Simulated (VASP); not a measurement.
Sb:

```
CELL_PARAMETERS angstrom
3.22198 0.00000 0.00000
0.00000 3.22198 0.00000
0.00000 0.00000 3.22198
ATOMIC_POSITIONS crystal
Sb 0.00000 0.00000 0.00000
```

Base run:

- Program: VASP 6.6.1
- Functional: r2SCAN
- Potentials or basis: VASP PAW PBE potentials, release 64 (Sb)
- Cutoff: 520 eV
- k mesh: 8 × 8 × 8
- Occupations: fermi-dirac, width 0.05 eV
- Spin: no spin polarisation

Its results: pressure -5.7 GPa.

Task: The run is repeated on the same cell with these changes: functional from r2SCAN to PBE0; k mesh from 8 × 8 × 8 to 4 × 4 × 4. What comes out?

Result: Pressure -8.4 GPa.

Several settings changed at once, so the effect can't be laid on one alone.

Caveats: some runs use coarse meshes; the PAW data sets were made with another functional, which shifts forces and pressure a little.
